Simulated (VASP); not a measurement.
# BiTe (R-3m) in VASP: further runs, part 2 of 4

VASP 6.6.1. Earlier steps stand in the parts before.

### Step 3. Single point, r2SCAN (strain +0.025 along x and y, +0.000 along z)

Input file POSCAR:

```
BiTe
1.0
    2.4832754671      1.4337197594      3.3172919545
   -2.4832754671      1.4337197594      3.3172919545
    0.0000000000     -2.8674395188      3.3172919545
Bi Te
1 1
Direct
    0.5000000000      0.5000000000      0.5000000000
    0.0000000000      0.0000000000      0.0000000000
```

Input file INCAR.step1:

```
PREC = Accurate ; ENCUT = 520
ISMEAR = 0 ; SIGMA = 0.15
LREAL = False ; LASPH = True
NELM = 80 ; NBANDS = 18
GGA = PE ; ALGO = Normal
EDIFF = 1E-4 ; LWAVE = True
LCHARG = False
```

Input file INCAR.step2:

```
PREC = Accurate ; ENCUT = 520
EDIFF = 1E-6 ; ISMEAR = 0
SIGMA = 0.15 ; LREAL = False
LASPH = True ; NELM = 80
ALGO = Normal ; ISIF = 2
LWAVE = False ; LCHARG = False
METAGGA = R2SCAN ; LMIXTAU = True
NBANDS = 18 ; ISTART = 1
```

Input file KPOINTS:

```
Automatic mesh
0
Gamma
  12 12 12
```

Potentials or basis: VASP PAW PBE potentials, release 64 (Bi_d, Te).

Started as:

```sh
> cat potpaw_PBE.64/Bi_d/POTCAR potpaw_PBE.64/Te/POTCAR > POTCAR
> cp INCAR.step1 INCAR
> mpirun -np 1 vasp_std > vasp.out
> cp INCAR.step2 INCAR
> mpirun -np 1 vasp_std > vasp.out
```

OUTCAR:

```text
PREC = Accurate
   ENCUT = 520
   EDIFF = 1E-6
   ISMEAR = 0
   LREAL = False
   LASPH = True
   NELM = 80
   ISIF = 2
   METAGGA = R2SCAN
   ISTART = 1

 ion  position               nearest neighbor table
   1  0.500  0.500  0.500-   2 3.31   2 3.31   2 3.31   2 3.31   2 3.31   2 3.31
   2  0.000  0.000  0.000-   1 3.31   1 3.31   1 3.31   1 3.31   1 3.31   1 3.31

  LATTYP: Found a trigonal (rhomboedric) cell.
 ALAT       =     4.3848187312
 COS(alpha) =     0.3585297742

  Lattice vectors:

 A1 = (   2.4832754671,   1.4337197594,   3.3172919545)
 A2 = (  -2.4832754671,   1.4337197594,   3.3172919545)
 A3 = (   0.0000000000,  -2.8674395188,   3.3172919545)

Analysis of symmetry for initial positions (statically):
=====================================================================
 Subroutine PRICEL returns:
 Original cell was already a primitive cell.

 Routine SETGRP: Setting up the symmetry group for a
 trigonal (rhombohedral) supercell.

 Subroutine GETGRP returns: Found 12 space group operations
 (whereof 12 operations were pure point group operations)
 out of a pool of 12 trial point group operations.

The static configuration has the point symmetry D_3d.

Analysis of symmetry for dynamics (positions and initial velocities):
=====================================================================
 Subroutine PRICEL returns:
 Original cell was already a primitive cell.

 Routine SETGRP: Setting up the symmetry group for a
 trigonal (rhombohedral) supercell.

 Subroutine GETGRP returns: Found 12 space group operations
 (whereof 12 operations were pure point group operations)
 out of a pool of 12 trial point group operations.

The dynamic configuration has the point symmetry D_3d.

 Subroutine INISYM returns: Found 12 space group operations
 (whereof 12 operations are pure point group operations),
 and found     1 'primitive' translations

----------------------------------------------------------------------------------------

                                     Primitive cell

  volume of cell :      70.8637

  direct lattice vectors                    reciprocal lattice vectors
     2.483275467  1.433719759  3.317291954     0.201346974  0.116247729  0.100483568
    -2.483275467  1.433719759  3.317291954    -0.201346974  0.116247729  0.100483568
     0.000000000 -2.867439519  3.317291954     0.000000000 -0.232495459  0.100483568

  length of vectors
     4.384818731  4.384818731  4.384818731     0.253280647  0.253280647  0.253280647

  position of ions in fractional coordinates (direct lattice)
     0.500000000  0.500000000  0.500000000
     0.000000000  0.000000000  0.000000000

  ion indices of the primitive-cell ions
   primitive index   ion index
                 1           1
                 2           2

----------------------------------------------------------------------------------------

 KPOINTS: Automatic mesh

Automatic generation of k-mesh.
 Grid dimensions read from file:
 generate k-points for:   12   12   12

 Generating k-lattice:

  Cartesian coordinates                     Fractional coordinates (reciprocal lattice)
     0.016778914  0.009687311  0.008373631     0.083333333  0.000000000  0.000000000
    -0.016778914  0.009687311  0.008373631     0.000000000  0.083333333  0.000000000
     0.000000000 -0.019374622  0.008373631     0.000000000  0.000000000  0.083333333

  Length of vectors
     0.021106721  0.021106721  0.021106721

  Shift w.r.t. Gamma in fractional coordinates (k-lattice)
     0.000000000  0.000000000  0.000000000

 Subroutine IBZKPT returns following result:
 ===========================================

 Found    189 irreducible k-points:

 Following reciprocal coordinates:
            Coordinates               Weight
  0.000000  0.000000  0.000000      1.000000
  0.083333  0.000000 -0.000000      6.000000
  0.166667  0.000000 -0.000000      6.000000
  0.250000  0.000000 -0.000000      6.000000
  0.333333  0.000000 -0.000000      6.000000
  0.416667 -0.000000 -0.000000      6.000000
[... 16 lines left out ...]
  0.500000  0.166667 -0.000000     12.000000
 -0.416667  0.166667  0.000000     12.000000
 [... further k-points ...]
   k-points           NKPTS =    189   k-points in BZ     NKDIM =    189   number of bands    NBANDS=     18
   number of dos      NEDOS =    301   number of ions     NIONS =      2
   total plane-waves  NPLWV =  46656
   dimension x,y,z NGX =    36 NGY =   36 NGZ =   36
   dimension x,y,z NGXF=    72 NGYF=   72 NGZF=   72
   ions per type =               1   1
   NGX,Y,Z   is equivalent  to a cutoff of  13.65, 13.65, 13.65 a.u.
   NGXF,Y,Z  is equivalent  to a cutoff of  27.30, 27.30, 27.30 a.u.
 SYSTEM =  unknown system
   PREC   = accura    normal or accurate (medium, high low for compatibility)
   ISTART =      1    job   : 0-new  1-cont  2-samecut
   ICHARG =      0    charge: 1-file 2-atom 10-const
   ISPIN  =      1    spin polarized calculation?
   LNONCOLLINEAR =      F non collinear calculations
   LSORBIT =      F    spin-orbit coupling
   LASPH  =      T    aspherical Exc in radial PAW
   ENCUT  =  520.0 eV  38.22 Ry    6.18 a.u.   8.15  8.15  8.15*2*pi/ulx,y,z
   NELM   =     80;   NELMIN=  2; NELMDL=  0     # of ELM steps
   EDIFF  = 0.1E-05   stopping-criterion for ELM
   LREAL  =      F    real-space projection
   EDIFFG = 0.1E-04   stopping-criterion for IOM
   NSW    =      0    number of steps for IOM
   IBRION =     -1    ionic relax: 0-MD 1-quasi-New 2-CG
   NFREE  =      0    steps in history (QN), initial steepest desc. (CG)
   ISIF   =      2    stress and relaxation
   ISYM   =      2    0-nonsym 1-usesym 2-fastsym
   POTIM  = 0.5000    time-step for ionic-motion
   TEBEG  =    0.0;   TEEND  =   0.0 temperature during run
   PSTRESS=    0.0 pullay stress
   NELECT =      21.0000    total number of electrons
   NUPDOWN=      -1.0000    fix difference up-down
   EMIN   =  10.00;   EMAX   =-10.00  energy-range for DOS
   EFERMI =   0.00;   METHOD = LEGACY
   ISMEAR =     0;   SIGMA  =   0.15  broadening in eV -4-tet -1-fermi 0-gaus
   EFERMI_NEDOS =   21; number of points for ismear=-14 and -15
   IALGO  =     38    algorithm
   IMIX   =      4    mixing-type and parameters
     AMIX     =   0.40;   BMIX     =  1.00
     AMIX_MAG =   1.60;   BMIX_MAG =  1.00
  volume/ion in A,a.u.               =      35.43       239.11
  Fermi-wavevector in a.u.,A,eV,Ry     =   1.091457  2.062554 16.208321  1.191278
  Thomas-Fermi vector in A             =   2.227702
   LORBIT       =      0    0 simple, 1 ext, 2 COOP (PROOUT), +10 PAW based schemes
   METAGGA = R2SCAN    functional components
   LHFCALC =     F    Hartree Fock is set to
   AEXX    =    0.0000 exact exchange contribution
   IVDW    =     0    specifies the selected vdW correction
   LEPSILON=     F    determine dielectric tensor
   LRPA    =     F    only Hartree local field effects (RPA)
 non-spin polarized calculation
 Gauss-broadening in eV      SIGMA  =   0.15
  energy-cutoff  :      520.00
  volume of cell :       70.86
 maximum number of plane-waves:      1927
 NGX is ok and might be reduce to    36
   NGX = 17   NGY = 17   NGZ = 17

 number of electron      20.9999997 magnetization

 Free energy of the ion-electron system (eV)
  ---------------------------------------------------
  ext. energy  EPLUGINS =         0.00000000
  ---------------------------------------------------
  free energy    TOTEN  =       -83.99214144 eV

  energy without entropy =      -83.97777859  energy(sigma->0) =      -83.98496001

 E-fermi :   6.0029     XC(G=0):  -9.8059

 val. band max:        5.9968484026   @ k =   0.4167   0.1667   0.0833
 cond. band min:       6.0059694097   @ k =  -0.4167   0.1667   0.0000
 fundamental gap:      0.0091210070
 Fermi energy:         6.0029138924

 k-point     1 :       0.0000    0.0000    0.0000
  band No.  band energies     occupation
      1     -17.9734      2.00000
      2     -17.9734      2.00000
      3     -17.9546      2.00000
      4     -17.9546      2.00000
      5     -17.9384      2.00000
      6      -7.7267      2.00000
[... 10 lines left out ...]
     17      13.2497      0.00000
     18      13.2497      0.00000
[... 463 lines left out ...]
 k-point    24 :      -0.4167    0.1667    0.0000
  band No.  band energies     occupation
      1     -17.9737      2.00000
      2     -17.9726      2.00000
      3     -17.9577      2.00000
      4     -17.9479      2.00000
      5     -17.9359      2.00000
      6      -5.8553      2.00000
[... 10 lines left out ...]
     17      15.4043      0.00000
     18      16.3456      0.00000

 [... further k-points ...]

------------------------ aborting loop because EDIFF is reached ----------------------------------------

  FORCE on cell =-STRESS in cart. coord.  units (eV):
  Direction    XX          YY          ZZ          XY          YZ          ZX
  --------------------------------------------------------------------------------------
  -------------------------------------------------------------------------------------
  Total       -1.6114176     -1.6114176     -0.9589187      0.0000000     -0.0000000      0.0000000
  in kB      -36.4329687    -36.4329687    -21.6804489      0.0000000     -0.0000000      0.0000000
  external PRESSURE =     -31.5154621 kB  Pullay stress =       0.0000000 kB

 VOLUME and BASIS-vectors are now :
 -----------------------------------------------------------------------------
  energy-cutoff  :      520.00
  volume of cell :       70.86
      direct lattice vectors                 reciprocal lattice vectors
     2.483275467  1.433719759  3.317291954     0.201346974  0.116247729  0.100483568
    -2.483275467  1.433719759  3.317291954    -0.201346974  0.116247729  0.100483568
     0.000000000 -2.867439519  3.317291954     0.000000000 -0.232495459  0.100483568

 POSITION                                       TOTAL-FORCE (eV/Angst)
 -----------------------------------------------------------------------------------
      0.00000      0.00000      4.97594         0.000000      0.000000     -0.000000
      0.00000      0.00000      0.00000         0.000000     -0.000000      0.000000
 -----------------------------------------------------------------------------------
    total drift:                               -0.000000     -0.000000      0.000000

  FREE ENERGIE OF THE ION-ELECTRON SYSTEM (eV)
  ---------------------------------------------------
  free  energy   TOTEN  =       -83.9921414370 eV

  energy  without entropy=      -83.9777785877  energy(sigma->0) =      -83.98496001
```

OUTCAR.step1:

```text
PREC = Accurate
   ENCUT = 520
   ISMEAR = 0
   LREAL = False
   LASPH = True
[... 727 lines left out ...]
      0.00000      0.00000      4.97594         0.000000      0.000000      0.000000
      0.00000      0.00000      0.00000         0.000000     -0.000000     -0.000000
 -----------------------------------------------------------------------------------
    total drift:                               -0.000000     -0.000000      0.000000

  FREE ENERGIE OF THE ION-ELECTRON SYSTEM (eV)
  ---------------------------------------------------
  free  energy   TOTEN  =        -7.1575230327 eV

  energy  without entropy=       -7.1426324027  energy(sigma->0) =       -7.15007772
```

Run time: 5 min. Hardware: 1 thread of Intel Xeon 6975P-C (Granite Rapids), shared host; peak memory 0.4 GiB.

Results:

```yaml
Free_energy: -83.9921 eV
Pressure: -3.2 GPa
Band_gap_on_the_k_mesh: zero (an odd number of electrons rules out a gap without spin polarisation)
```

Levels at points of the mesh, in eV from the Fermi level:
```tsv
k point	band 7	band 8	band 9	band 10	band 11	band 12	band 13	band 14
(0.00, 0.00, 0.00)	-8.67	-3.02	-3.02	-1.63	1.77	2.60	2.60	4.47
(0.50, 0.00, 0.00)	-11.65	-1.91	-1.88	-1.05	-0.88	-0.54	0.43	6.99
(0.50, 0.50, 0.00)	-10.32	-5.52	-4.54	-3.23	2.89	2.96	3.55	4.39
(0.50, 0.50, 0.50)	-11.22	-2.44	-2.44	-2.32	-1.52	-1.27	-1.27	8.51
```

Caveat: the cell differs from its parent crystal (strain +0.025 along x and y, +0.000 along z); the cell stands under tension; the PAW data sets were made with another functional, which shifts forces and pressure a little; spin-orbit coupling is left out, which moves the levels of the heavy elements.

(Part 2 of 4 ends here.)
